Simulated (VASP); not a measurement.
Here is a VASP 6.6.1 calculation.

INCAR

```
SYSTEM = SnBi3O
ALGO = Fast
EDIFF = 1E-6
EDIFFG = -0.04
ENCUT = 600
GGA = PE
IBRION = 2
ISIF = 3
ISMEAR = 0
LASPH = .True.
LCHARG = .False.
LREAL = .False.
LWAVE = .False.
NELM = 80
NSW = 90
PREC = Accurate
SIGMA = 0.1
```

The input KPOINTS:

```
k-points
0
Gamma
  4 4 4
  0 0 0
```

The input POSCAR:

```
SnBi3O
1.0
    5.2063695500      0.0000000000      0.0000000000
    0.0000000000      5.2063695500      0.0000000000
    0.0000000000      0.0000000000      5.2063695500
Sn Bi O
1 3 1
Direct
    0.0000000000      0.0000000000      0.0000000000
    0.5000000000      0.5000000000      0.0000000000
    0.0000000000      0.5000000000      0.5000000000
    0.5000000000      0.0000000000      0.5000000000
    0.5000000000      0.5000000000      0.5000000000
```

Potentials or basis: VASP PAW PBE potentials, release 64 (Sn_d, Bi_d, O).

The run is started by

```bash
$ cat potpaw_PBE.64/Sn_d/POTCAR potpaw_PBE.64/Bi_d/POTCAR potpaw_PBE.64/O/POTCAR > POTCAR
$ mpirun -np 1 vasp_std > vasp.out
```

Problem. What does it give for the band gap on the k mesh?

Solution. Zero (an odd number of electrons rules out a gap without spin polarisation).

Problem. What does it give for the relaxed cell?

Solution. a = 5.055 Å, b = 5.055 Å, c = 5.055 Å, α = 90.00°, β = 90.00°, γ = 90.00°.

Step by step:
| step | energy change (eV) | largest force (eV/Å) | pressure (GPa) | volume (Å³) |
| --- | --- | --- | --- | --- |
| 1 | 0.0000 | 0.0000 | -4.47 | 141.13 |
| 2 | -0.1611 | 0.0000 | 1.86 | 125.65 |
| 3 | -0.1813 | 0.0000 | 0.01 | 129.18 |

Caveat: spin-orbit coupling is left out, which moves the levels of the heavy elements.
